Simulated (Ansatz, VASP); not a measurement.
One calculation of Ag, two programs

```xyz
8
Lattice="2.8670 0.0000 0.0000 -1.4335 2.4829 0.0000 0.0000 0.0000 18.7382" Properties=species:S:1:pos:R:3 pbc="T T T"
Ag    0.0000    0.0000   -0.0028
Ag    0.0000    1.6553    2.3396
Ag    0.0000    0.0000    4.6873
Ag    0.0000    1.6553    7.0296
Ag    1.4335    0.8276    9.3719
Ag    0.0000    1.6553   11.7141
Ag    0.0000    0.0000   14.0510
Ag    1.4335    0.8276   16.3932
```

Alike in both runs: functional PBEsol; k mesh 18 × 18 × 3; occupations gaussian, width 0.1 eV; no spin polarisation.

Ansatz relaxed the structure, and its values are those at the end. VASP's run is a single point on that final structure, the one shown.

```csv
,VASP,Ansatz
version,VASP 6.6.1,Ansatz 0.2.0
potentials or method,"VASP PAW PBE potentials, release 64 (Ag), cutoff 520 eV","scalar-relativistic, plane waves, PAW"
valence electrons in the cell,88,152
```

VASP gave:

| Property | Result |
| --- | --- |
| gap on the k mesh at the Fermi level (eV) | none |
| pressure (GPa) | -0.3 |

Question: What did Ansatz give for the same quantities?

Answer: gap on the k mesh at the Fermi level (eV): none; pressure (GPa): 0.0.

VASP's potentials were made for PBE, not for PBEsol. A gap of «none» marks a metal or a gap that the smearing closes. With one functional, cell and mesh, what is left measures potentials, basis and numerics. VASP's potentials hold 88 valence electrons a cell and Ansatz's 152, so a difference there can come from the potentials and not from the codes.
